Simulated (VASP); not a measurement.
Input of a VASP 6.6.1 run:

The input INCAR:

```
SYSTEM = H22CO11
ALGO = Normal
EDIFF = 1E-7
ENCUT = 520
GGA = PE
ISIF = 2
ISMEAR = -1
LASPH = .TRUE.
LCHARG = .TRUE.
LELF = .TRUE.
LREAL = Auto
LVHAR = .TRUE.
LWAVE = .FALSE.
NBANDS = 69
NELM = 60
PREC = Accurate
SIGMA = 0.05
```

KPOINTS

```
k-points
0
G
  1 1 1
  0 0 0
```

File POSCAR:

```
H22CO11
1.0
    7.1203670000      0.0000000000      0.0000000000
    0.0000000000      7.1203670000      0.0000000000
    0.0000000000      0.0000000000      7.1203670000
O H C
11 22 1
Direct
    0.4620407909      0.5435815317      0.9842189314
    0.7019862881      0.2484422502      0.5516850466
    0.1280692414      0.3112339575      0.8939145974
    0.5468117023      0.9034084900      0.4651726519
    0.2741431727      1.0271099790      0.1539386945
    0.9549226887      0.7343020381      0.1658762814
    0.9948925385      1.0018865601      0.4546113985
    0.6338437331      0.2024052974      0.9268904257
    0.5888741409      0.5426124805      0.3422155066
    0.2516724208      0.4967019256      0.5706166550
    0.9394880910      0.7554526333      0.7807041407
    0.5094962100      0.4119029258      0.9490241163
    0.3281010656      0.5355482379      0.9658490918
    0.6645584420      0.3483528307      0.4691050335
    0.8206037694      0.2096942475      0.5069822946
    0.1727017723      0.3172308394      0.7569694090
    0.2210419772      0.2260698079      0.9533216476
    0.6276783205      1.0024202404      0.4922077752
    0.4493588603      0.9619588429      0.3794607778
    0.2669244436      0.9190256626      0.0772291653
    0.1454419414      1.0222506789      0.1946388438
    0.9266235856      0.7641319612      0.0230606091
    0.8694776547      0.6318213654      0.2124469146
    0.9519312698      0.9122563486      0.3496729874
    1.0905477204      0.9502178750      0.5359555203
    0.6729568855      0.2309010196      0.7938635747
    0.7552279258      0.1991049057      0.9850054077
    0.5565162582      0.5600413574      0.2083740908
    0.5703076822      0.6654151394      0.4044594892
    0.3281010656      0.5620215924      0.6624237206
    0.3391679109      0.4872782541      0.4631362400
    0.8315863494      0.6061344872      0.5810374662
    0.7569974975      0.5563196391      0.8330609925
    0.8452092427      0.6286333275      0.7293022958
```

Potentials or basis: VASP PAW PBE potentials, release 64 (O, H, C).

Run with:

```console
$ cat potpaw_PBE.64/O/POTCAR potpaw_PBE.64/H/POTCAR potpaw_PBE.64/C/POTCAR > POTCAR
$ mpirun -np 1 vasp_gam > vasp.out
```

Predict the pressure.

1.4 GPa.

What does it give for the largest force?

4.234 eV/Å.

Forces in eV/Å, atoms in the order of the input:
```
O    1.010 -0.757 -0.505
O   -0.966 -0.281  1.238
O    0.973 -0.270 -1.442
O   -2.971 -1.753 -1.498
O    0.378  0.875  0.295
O   -0.902 -0.020 -1.092
O   -1.018  0.269 -1.444
O   -0.199  0.476 -1.149
O    0.170 -0.211  0.252
O    0.163 -0.192 -0.439
O    2.523  2.932  1.721
H   -0.169  0.801  0.571
H   -0.821 -0.255  0.195
H   -0.668  1.102 -0.770
H    1.995 -0.901 -0.385
H   -0.607  0.182  1.446
H   -0.510  0.121  0.072
H    1.603  2.109  0.748
H    0.867 -0.649  0.620
H    0.753 -1.455 -1.191
H   -0.748  0.605  1.068
H    0.318 -0.791  1.815
H    0.603  1.023 -0.667
H    0.876  0.220  1.349
H   -0.100 -0.565 -0.170
H   -0.483 -0.418  0.166
H    0.654 -0.054  0.695
H   -0.478 -0.080 -0.256
H    0.222  0.497 -0.223
H    0.078  0.240  0.281
H   -0.213 -0.103  0.126
H   -0.086 -0.720 -1.140
H   -0.144 -0.641 -0.169
C   -2.101 -1.340 -0.122
```

Caveat: the k points lie up to 0.88 Å⁻¹ apart, too coarse for converged energies, forces and pressures; the atoms stand as in a frame of molecular dynamics.
